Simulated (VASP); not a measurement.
# HfC (Pm-3m) in VASP: notebook

HfC is run at these levels: PBE; tasks: single point.

Everything below comes from runs of VASP 6.6.1. Logs are shortened: lines on timing, memory, paths and dates and some standing lists are left out, and cuts for length are marked.

### Step 1. The cell of the first run

Symmetry: Pm-3m, No. 221, cubic system. Conventional cell: a = 2.856 Å, b = 2.856 Å, c = 2.856 Å, α = 90.00°, β = 90.00°, γ = 90.00°. Within 3.3 Å of Hf (site symmetry m-3m) lie 8 C at 2.47 Å and 6 Hf at 2.86 Å. Within 3.3 Å of C (site symmetry m-3m) lie 8 Hf at 2.47 Å and 6 C at 2.86 Å.

### Step 2. Single point, PBE

The input, INCAR:

```
SYSTEM = HfC
ALGO = Normal ; EDIFF = 1E-6
ENCUT = 520 ; GGA = PE
ISIF = 2 ; ISMEAR = 0
LASPH = .TRUE. ; LCHARG = .FALSE.
LREAL = .FALSE. ; LWAVE = .FALSE.
NBANDS = 14 ; NELM = 60
PREC = Accurate ; SIGMA = 0.05
```

The input, KPOINTS:

```
k-points
0
G
  12 12 12
  0 0 0
```

The input, POSCAR:

```
HfC
1.0
    2.8559198896      0.0000000000      0.0000000000
    0.0000000000      2.8559198896      0.0000000000
    0.0000000000      0.0000000000      2.8559198896
Hf C
1 1
Direct
    0.0000000000      0.0000000000      0.0000000000
    0.5000000000      0.5000000000      0.5000000000
```

Potentials or basis: VASP PAW PBE potentials, release 64 (Hf_pv, C).

The run is started by

```sh
cat potpaw_PBE.64/Hf_pv/POTCAR potpaw_PBE.64/C/POTCAR > POTCAR
mpirun -np 1 vasp_std > vasp.out
```

OUTCAR:

```text
SYSTEM = HfC
   EDIFF = 1E-6
   ENCUT = 520
   GGA = PE
   ISIF = 2
   ISMEAR = 0
   LASPH = .TRUE.
   LREAL = .FALSE.
   NELM = 60
   PREC = Accurate

 ion  position               nearest neighbor table
   1  0.000  0.000  0.000-   2 2.47   2 2.47   2 2.47   2 2.47   2 2.47   2 2.47   2 2.47   2 2.47

   2  0.500  0.500  0.500-   1 2.47   1 2.47   1 2.47   1 2.47   1 2.47   1 2.47   1 2.47   1 2.47

  LATTYP: Found a simple cubic cell.
 ALAT       =     2.8559198896

  Lattice vectors:

 A1 = (   2.8559198896,   0.0000000000,   0.0000000000)
 A2 = (   0.0000000000,   2.8559198896,   0.0000000000)
 A3 = (   0.0000000000,   0.0000000000,   2.8559198896)

Analysis of symmetry for initial positions (statically):
=====================================================================
 Subroutine PRICEL returns:
 Original cell was already a primitive cell.

 Routine SETGRP: Setting up the symmetry group for a
 simple cubic supercell.

 Subroutine GETGRP returns: Found 48 space group operations
 (whereof 48 operations were pure point group operations)
 out of a pool of 48 trial point group operations.

The static configuration has the point symmetry O_h .

Analysis of symmetry for dynamics (positions and initial velocities):
=====================================================================
 Subroutine PRICEL returns:
 Original cell was already a primitive cell.

 Routine SETGRP: Setting up the symmetry group for a
 simple cubic supercell.

 Subroutine GETGRP returns: Found 48 space group operations
 (whereof 48 operations were pure point group operations)
 out of a pool of 48 trial point group operations.

The dynamic configuration has the point symmetry O_h .

 Subroutine INISYM returns: Found 48 space group operations
 (whereof 48 operations are pure point group operations),
 and found     1 'primitive' translations

----------------------------------------------------------------------------------------

                                     Primitive cell

  volume of cell :      23.2937

  direct lattice vectors                    reciprocal lattice vectors
     2.855919890  0.000000000  0.000000000     0.350149878  0.000000000  0.000000000
     0.000000000  2.855919890  0.000000000     0.000000000  0.350149878  0.000000000
     0.000000000  0.000000000  2.855919890     0.000000000  0.000000000  0.350149878

  length of vectors
     2.855919890  2.855919890  2.855919890     0.350149878  0.350149878  0.350149878

  position of ions in fractional coordinates (direct lattice)
     0.000000000  0.000000000  0.000000000
     0.500000000  0.500000000  0.500000000

  ion indices of the primitive-cell ions
   primitive index   ion index
                 1           1
                 2           2

----------------------------------------------------------------------------------------

 KPOINTS: k-points

Automatic generation of k-mesh.
 Grid dimensions read from file:
 generate k-points for:   12   12   12

 Generating k-lattice:

  Cartesian coordinates                     Fractional coordinates (reciprocal lattice)
     0.029179156  0.000000000  0.000000000     0.083333333  0.000000000  0.000000000
     0.000000000  0.029179156  0.000000000     0.000000000  0.083333333  0.000000000
     0.000000000  0.000000000  0.029179156     0.000000000  0.000000000  0.083333333

  Length of vectors
     0.029179156  0.029179156  0.029179156

  Shift w.r.t. Gamma in fractional coordinates (k-lattice)
     0.000000000  0.000000000  0.000000000

 Subroutine IBZKPT returns following result:
 ===========================================

 Found     84 irreducible k-points:

 Following reciprocal coordinates:
            Coordinates               Weight
  0.000000  0.000000  0.000000      1.000000
  0.083333  0.000000  0.000000      6.000000
  0.166667  0.000000  0.000000      6.000000
  0.250000  0.000000  0.000000      6.000000
  0.333333  0.000000  0.000000      6.000000
  0.416667  0.000000  0.000000      6.000000
[... 16 lines left out ...]
  0.333333  0.333333  0.000000     12.000000
  0.416667  0.333333  0.000000     24.000000
 [... further k-points ...]
   k-points           NKPTS =     84   k-points in BZ     NKDIM =     84   number of bands    NBANDS=     14
   number of dos      NEDOS =    301   number of ions     NIONS =      2
   total plane-waves  NPLWV =  13824
   dimension x,y,z NGX =    24 NGY =   24 NGZ =   24
   dimension x,y,z NGXF=    48 NGYF=   48 NGZF=   48
   ions per type =               1   1
   NGX,Y,Z   is equivalent  to a cutoff of  13.97, 13.97, 13.97 a.u.
   NGXF,Y,Z  is equivalent  to a cutoff of  27.94, 27.94, 27.94 a.u.
 SYSTEM =  HfC
   PREC   = accura    normal or accurate (medium, high low for compatibility)
   ISTART =      0    job   : 0-new  1-cont  2-samecut
   ICHARG =      2    charge: 1-file 2-atom 10-const
   ISPIN  =      1    spin polarized calculation?
   LNONCOLLINEAR =      F non collinear calculations
   LSORBIT =      F    spin-orbit coupling
   LASPH  =      T    aspherical Exc in radial PAW
   ENCUT  =  520.0 eV  38.22 Ry    6.18 a.u.   5.31  5.31  5.31*2*pi/ulx,y,z
   NELM   =     60;   NELMIN=  2; NELMDL= -5     # of ELM steps
   EDIFF  = 0.1E-05   stopping-criterion for ELM
   LREAL  =      F    real-space projection
   EDIFFG = 0.1E-04   stopping-criterion for IOM
   NSW    =      0    number of steps for IOM
   IBRION =     -1    ionic relax: 0-MD 1-quasi-New 2-CG
   NFREE  =      0    steps in history (QN), initial steepest desc. (CG)
   ISIF   =      2    stress and relaxation
   ISYM   =      2    0-nonsym 1-usesym 2-fastsym
   POTIM  = 0.5000    time-step for ionic-motion
   TEBEG  =    0.0;   TEEND  =   0.0 temperature during run
   PSTRESS=    0.0 pullay stress
   NELECT =      14.0000    total number of electrons
   NUPDOWN=      -1.0000    fix difference up-down
   EMIN   =  10.00;   EMAX   =-10.00  energy-range for DOS
   EFERMI =   0.00;   METHOD = LEGACY
   ISMEAR =     0;   SIGMA  =   0.05  broadening in eV -4-tet -1-fermi 0-gaus
   EFERMI_NEDOS =   21; number of points for ismear=-14 and -15
   IALGO  =     38    algorithm
   IMIX   =      4    mixing-type and parameters
     AMIX     =   0.40;   BMIX     =  1.00
     AMIX_MAG =   1.60;   BMIX_MAG =  1.00
  volume/ion in A,a.u.               =      11.65        78.60
  Fermi-wavevector in a.u.,A,eV,Ry     =   1.381566  2.610780 25.969757  1.908723
  Thomas-Fermi vector in A             =   2.506338
   LORBIT       =      0    0 simple, 1 ext, 2 COOP (PROOUT), +10 PAW based schemes
   GGA     = PE    functional components
   LHFCALC =     F    Hartree Fock is set to
   AEXX    =    0.0000 exact exchange contribution
   IVDW    =     0    specifies the selected vdW correction
   LEPSILON=     F    determine dielectric tensor
   LRPA    =     F    only Hartree local field effects (RPA)
 non-spin polarized calculation
 Gauss-broadening in eV      SIGMA  =   0.05
  energy-cutoff  :      520.00
  volume of cell :       23.29
 maximum number of plane-waves:       647
 NGX is ok and might be reduce to    24
   NGX = 11   NGY = 11   NGZ = 11

 number of electron      13.9999997 magnetization

 Free energy of the ion-electron system (eV)
  ---------------------------------------------------
  ext. energy  EPLUGINS =         0.00000000
  ---------------------------------------------------
  free energy    TOTEN  =       -18.31389428 eV

  energy without entropy =      -18.31019730  energy(sigma->0) =      -18.31204579

 E-fermi :   6.9767     XC(G=0): -12.7728

 val. band max:        6.9641177853   @ k =   0.5000   0.1667   0.0833
 cond. band min:       6.9929593598   @ k =   0.2500   0.1667   0.0000
 fundamental gap:      0.0288415745
 Fermi energy:         6.9766538173

 k-point     1 :       0.0000    0.0000    0.0000
  band No.  band energies     occupation
      1     -22.8415      2.00000
      2     -22.8415      2.00000
      3     -22.8415      2.00000
      4      -6.0340      2.00000
      5       4.9346      2.00000
      6       4.9346      2.00000
      7       8.1424      0.00000
      8       8.1424      0.00000
      9       8.1424      0.00000
     10      13.4138      0.00000
     11      13.4138      0.00000
     12      13.4138      0.00000
     13      14.1981      0.00000
     14      20.3980      0.00000

 k-point     2 :       0.0833    0.0000    0.0000
  band No.  band energies     occupation
      1     -22.9297      2.00000
      2     -22.8336      2.00000
      3     -22.8336      2.00000
      4      -5.8740      2.00000
      5       4.8490      2.00000
      6       5.0040      2.00000
      7       7.9472      0.00000
      8       7.9472      0.00000
      9       8.0772      0.00000
     10      13.4518      0.00000
     11      13.5699      0.00000
     12      13.5699      0.00000
     13      14.5631      0.00000
     14      20.3981      0.00000

 k-point     3 :       0.1667    0.0000    0.0000
  band No.  band energies     occupation
      1     -23.1642      2.00000
      2     -22.8120      2.00000
      3     -22.8120      2.00000
      4      -5.4186      2.00000
      5       4.2922      2.00000
      6       5.2016      2.00000
      7       7.4598      0.00000
      8       7.4598      0.00000
      9       8.4372      0.00000
     10      13.5577      0.00000
     11      13.9767      0.00000
     12      13.9767      0.00000
     13      15.3761      0.00000
     14      20.3983      0.00000
[... 324 lines left out ...]
 k-point    23 :       0.3333    0.3333    0.0000
  band No.  band energies     occupation
      1     -23.6426      2.00000
      2     -23.5983      2.00000
      3     -22.6716      2.00000
      4      -3.2166      2.00000
      5       2.5540      2.00000
      6       4.5199      2.00000
      7       7.2662      0.00000
      8       7.4373      0.00000
      9      10.8603      0.00000
     10      12.8097      0.00000
     11      13.0230      0.00000
     12      13.5647      0.00000
     13      17.1824      0.00000
     14      20.4002      0.00000

 k-point    24 :       0.4167    0.3333    0.0000
  band No.  band energies     occupation
      1     -23.8169      2.00000
      2     -23.5842      2.00000
      3     -22.6516      2.00000
      4      -3.1161      2.00000
      5       2.6434      2.00000
      6       4.5283      2.00000
      7       7.1823      0.00000
      8       7.4683      0.00000
      9      10.7803      0.00000
     10      12.6683      0.00000
     11      12.7782      0.00000
     12      13.9966      0.00000
     13      17.6604      0.00000
     14      20.4020      0.00000

 [... further k-points ...]
[... 5 lines left out ...]
  --------------------------------------------------------------------------------------
  -------------------------------------------------------------------------------------
  Total        1.3032171      1.3032171      1.3032171      0.0000000      0.0000000     -0.0000000
  in kB       89.6374086     89.6374086     89.6374086      0.0000000      0.0000000     -0.0000000
  external PRESSURE =      89.6374086 kB  Pullay stress =       0.0000000 kB

 VOLUME and BASIS-vectors are now :
 -----------------------------------------------------------------------------
  energy-cutoff  :      520.00
  volume of cell :       23.29
      direct lattice vectors                 reciprocal lattice vectors
     2.855919890  0.000000000  0.000000000     0.350149878  0.000000000  0.000000000
     0.000000000  2.855919890  0.000000000     0.000000000  0.350149878  0.000000000
     0.000000000  0.000000000  2.855919890     0.000000000  0.000000000  0.350149878

 POSITION                                       TOTAL-FORCE (eV/Angst)
 -----------------------------------------------------------------------------------
      0.00000      0.00000      0.00000         0.000000      0.000000      0.000000
      1.42796      1.42796      1.42796         0.000000      0.000000      0.000000
 -----------------------------------------------------------------------------------
    total drift:                                0.000000      0.000000     -0.000000

  FREE ENERGIE OF THE ION-ELECTRON SYSTEM (eV)
  ---------------------------------------------------
  free  energy   TOTEN  =       -18.3138942758 eV

  energy  without entropy=      -18.3101973027  energy(sigma->0) =      -18.31204579
```

Wall time 15 s (1 thread of AMD EPYC 9R45 (Zen 5), shared host); peak memory 0.13 GiB.

What came out:

```
Free energy            : -18.3139 eV
Pressure               : 9.0 GPa
Band gap on the k mesh : zero (band 7 reaches 8.14 eV, above the bottom of band 8 at 6.08 eV)
```

Levels at points of the mesh, in eV from the Fermi level:
| k point | band 4 | band 5 | band 6 | band 7 | band 8 | band 9 | band 10 | band 11 |
| --- | --- | --- | --- | --- | --- | --- | --- | --- |
| (0.00, 0.00, 0.00) | -13.01 | -2.04 | -2.04 | 1.17 | 1.17 | 1.17 | 6.44 | 6.44 |
| (0.50, 0.00, 0.00) | -9.48 | -6.92 | -1.10 | -1.10 | -0.79 | 7.05 | 7.18 | 8.78 |
| (0.50, 0.50, 0.00) | -10.29 | -2.62 | -2.62 | -1.17 | 2.04 | 3.24 | 3.24 | 5.13 |
| (0.50, 0.50, 0.50) | -7.26 | -5.77 | -5.77 | -5.77 | 9.31 | 9.31 | 9.31 | 9.55 |

Caveat: spin-orbit coupling is left out, which moves the levels of the heavy elements.

### Step 3. Single point, PBE (volume scaled by 0.960)

The input, INCAR:

```
SYSTEM = HfC
PREC = Accurate
ENCUT = 520
EDIFF = 1E-6
ISMEAR = 0
SIGMA = 0.05
LREAL = .FALSE.
LASPH = .TRUE.
NELM = 80
ALGO = Normal
ISIF = 2
LWAVE = .FALSE.
LCHARG = .TRUE.
GGA = PE
LELF = .TRUE.
LVHAR = .TRUE.
NBANDS = 14
```

The input, KPOINTS:

```
Automatic mesh
0
G
  12 12 12
  0 0 0
```

The input, POSCAR:

```
HfC
1.0
    2.8616829222      0.0000000000      0.0000000000
    0.0000000000      2.8616829222      0.0000000000
    0.0000000000      0.0000000000      2.8616829222
Hf C
1 1
Direct
    0.0000000000      0.0000000000      0.0000000000
    0.5000000000      0.5000000000      0.5000000000
```

Potentials or basis: VASP PAW PBE potentials, release 64 (Hf_pv, C).

The run is started by

```sh
cat potpaw_PBE.64/Hf_pv/POTCAR potpaw_PBE.64/C/POTCAR > POTCAR
mpirun -np 1 vasp_std > vasp.out
```

It took 15 s on 1 thread of AMD EPYC 9R45 (Zen 5), shared host; peak memory 0.13 GiB.

It converged, with:

| Quantity | Value |
| --- | --- |
| Free energy | -18.3212 eV |
| Pressure | 7.5 GPa |
| Band gap on the k mesh | zero (band 7 reaches 8.08 eV, above the bottom of band 8 at 6.04 eV) |

Levels at points of the mesh, in eV from the Fermi level:
```tsv
k point	band 5	band 6	band 7	band 8	band 9	band 10
(0.00, 0.00, 0.00)	-2.02	-2.02	1.16	1.16	1.16	6.39
(0.50, 0.00, 0.00)	-6.89	-1.09	-1.09	-0.79	7.00	7.13
(0.50, 0.50, 0.00)	-2.62	-2.62	-1.17	2.03	3.22	3.22
(0.50, 0.50, 0.50)	-5.73	-5.73	-5.73	9.24	9.24	9.24
```

Caveat: the cell differs from its parent crystal (volume scaled by 0.960); spin-orbit coupling is left out, which moves the levels of the heavy elements.

### Step 4. Single point, PBE

This run uses another cell than the first one, of 12.24 Å³/atom, 1.051 times its volume.

The input, INCAR:

```
SYSTEM = HfC
PREC = Accurate
ENCUT = 520
EDIFF = 1E-6
ISMEAR = 0
SIGMA = 0.05
LREAL = .False.
LASPH = .True.
NELM = 60
ALGO = Normal
ISIF = 2
LWAVE = .False.
LCHARG = .False.
GGA = PE
NBANDS = 14
```

The input, KPOINTS:

```
Automatic mesh
0
Gamma
  12 12 12
  0 0 0
```

The input, POSCAR:

```
HfC
1.0
    2.9033162211      0.0000000000      0.0000000000
    0.0000000000      2.9033162211      0.0000000000
    0.0000000000      0.0000000000      2.9033162211
Hf C
1 1
Direct
    0.0000000000      0.0000000000      0.0000000000
    0.5000000000      0.5000000000      0.5000000000
```

The run is started by

```sh
cat potpaw_PBE.64/Hf_pv/POTCAR potpaw_PBE.64/C/POTCAR > POTCAR
mpirun -np 1 vasp_std > vasp.out
```

Run time: 15 s. Hardware: 1 thread of AMD EPYC 9R45 (Zen 5), shared host; peak memory 0.13 GiB.

Results (log left out):

| Quantity | Value |
| --- | --- |
| Free energy | -18.3388 eV |
| Pressure | -1.9 GPa |
| Band gap on the k mesh | zero (band 7 reaches 7.66 eV, above the bottom of band 8 at 5.74 eV) |

Levels at points of the mesh, in eV from the Fermi level:
```csv
k point,band 4,band 5,band 6,band 7,band 8,band 9,band 10,band 11
"(0.00, 0.00, 0.00)",-12.73,-1.90,-1.90,1.10,1.10,1.10,6.09,6.09
"(0.50, 0.00, 0.00)",-9.45,-6.71,-1.02,-1.02,-0.73,6.66,6.79,8.32
"(0.50, 0.50, 0.00)",-10.04,-2.60,-2.60,-1.17,1.98,3.11,3.11,4.73
"(0.50, 0.50, 0.50)",-7.27,-5.45,-5.45,-5.45,8.73,8.73,8.73,8.98
```

Caveat: spin-orbit coupling is left out, which moves the levels of the heavy elements.

### Step 5. Single point, PBE

This run uses another cell than the first one, of 12.21 Å³/atom, 1.048 times its volume.

The input, INCAR:

```
SYSTEM = HfC
PREC = Accurate ; ENCUT = 520
EDIFF = 1E-6 ; ISMEAR = 0
SIGMA = 0.05 ; LREAL = .False.
LASPH = .True. ; NELM = 100
ALGO = Normal ; ISIF = 2
LWAVE = .False. ; LCHARG = .False.
GGA = PE ; NBANDS = 14
```

KPOINTS is that of step 4.

The input, POSCAR:

```
HfC
1.0
    2.9008889300      0.0000000000      0.0000000000
    0.0000000000      2.9008889300      0.0000000000
    0.0000000000      0.0000000000      2.9008889300
Hf C
1 1
Direct
    0.0000000000      0.0000000000      0.0000000000
    0.5000000000      0.5000000000      0.5000000000
```

The run is started by

```sh
cat potpaw_PBE.64/Hf_pv/POTCAR potpaw_PBE.64/C/POTCAR > POTCAR
mpirun -np 1 vasp_std > vasp.out
```

Wall time 15 s (1 thread of AMD EPYC 9R45 (Zen 5), shared host); peak memory 0.13 GiB.

It converged, with:

```
Free energy            : -18.3394 eV
Pressure               : -1.4 GPa
Band gap on the k mesh : zero (band 7 reaches 7.68 eV, above the bottom of band 8 at 5.76 eV)
```

Levels at points of the mesh, in eV from the Fermi level:
| k point | band 5 | band 6 | band 7 | band 8 | band 9 | band 10 |
| --- | --- | --- | --- | --- | --- | --- |
| (0.00, 0.00, 0.00) | -1.90 | -1.90 | 1.10 | 1.10 | 1.10 | 6.11 |
| (0.50, 0.00, 0.00) | -6.72 | -1.03 | -1.03 | -0.73 | 6.67 | 6.81 |
| (0.50, 0.50, 0.00) | -2.60 | -2.60 | -1.17 | 1.98 | 3.12 | 3.12 |
| (0.50, 0.50, 0.50) | -5.47 | -5.47 | -5.47 | 8.76 | 8.76 | 8.76 |

Caveat: spin-orbit coupling is left out, which moves the levels of the heavy elements.

### Step 6. Summary

```csv
cell,gap on the mesh (eV),pressure (GPa)
"a = 2.856 Å, 2 atoms",none,9.0
"a = 2.862 Å, 2 atoms",none,7.5
"a = 2.903 Å, 2 atoms",none,-1.9
"a = 2.901 Å, 2 atoms",none,-1.4
```

Alike in all rows: task single point; level PBE; potentials or basis VASP PAW PBE potentials, release 64 (Hf_pv, C); no spin polarisation; k mesh 12 × 12 × 12; cutoff (eV) 520; smearing gaussian 0.05 eV.

Caveats: spin-orbit coupling is left out, which moves the levels of the heavy elements.

Total energies depend on the potentials used, so only differences within one code and one set of settings carry meaning.
